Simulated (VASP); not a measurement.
Runs of VASP 6.6.1 on Ni. The structure is that of space group Fm-3m (No. 225), or close to it. The cells are those of the table. 

| task | spin | cell | k mesh | cutoff (eV) | smearing | gap on the mesh (eV) | pressure (GPa) | moment (μB) |
| --- | --- | --- | --- | --- | --- | --- | --- | --- |
| single point | off | a = 2.451 Å, angles 60.0°, 1 atom | 15 × 15 × 15 | 520 | methfessel-paxton 0.2 eV | none | 0.0 | - |
| single point | off | a = 2.451 Å, angles 60.0°, 1 atom | 15 × 15 × 15 | 520 | gaussian 0.03 eV | none | -0.1 | - |
| relaxation of cell and atoms | off | relaxed from a = 2.492 Å, angles 60.0°, 1 atom | 15 × 15 × 15 | 600 | fermi-dirac 0.1 eV | none | -0.1 | - |
| single point | off | a = 2.451 Å, angles 60.0°, 1 atom | 15 × 15 × 15 | 520 | methfessel-paxton 0.01 eV | none | -0.1 | - |
| single point | collinear, ferromagnetic start | a = 2.391 Å, angles 60.0°, 1 atom | 25 × 25 × 25 | 520 | fermi-dirac 0.05 eV | none | (b) | 0.68 |
| single point | off | a = 2.451 Å, angles 60.0°, 1 atom | 15 × 15 × 15 | 520 | methfessel-paxton 0.1 eV | none | -0.1 | - |
| single point | off | a = 2.451 Å, angles 60.0°, 1 atom | 15 × 15 × 15 | 520 | gaussian 0.2 eV | none | 0.4 | - |
| single point | collinear, ferromagnetic start | a = 2.425 Å, angles 60.0°, 1 atom | 25 × 25 × 25 | 520 | fermi-dirac 0.05 eV | none | 10.9 | 0.71 |
| single point | off | a = 2.451 Å, angles 60.0°, 1 atom | 15 × 15 × 15 | 520 | methfessel-paxton 0.03 eV | none | -0.1 | - |
| single point | off | a = 2.451 Å, angles 60.0°, 1 atom | 15 × 15 × 15 | 520 | gaussian 0.01 eV | none | -0.1 | - |
| single point | off | a = 2.451 Å, angles 60.0°, 1 atom | 15 × 15 × 15 | 520 | gaussian 1 eV | none | (a) | - |
| single point | off | a = 2.451 Å, angles 60.0°, 1 atom | 15 × 15 × 15 | 520 | gaussian 0.6 eV | none | 2.3 | - |

Alike in all rows: level r2SCAN; potentials or basis VASP PAW PBE potentials, release 64 (Ni).

Task: Fill in the values left out.

Result: (a) 4.9; (b) 23.3.

Caveats: the PAW data sets were made with another functional, which shifts forces and pressure a little; the cell stands under pressure (at least some runs); so wide a smearing shifts energies and pressures (at least some runs).

A gap of «none» marks levels without a gap at the run's occupations.
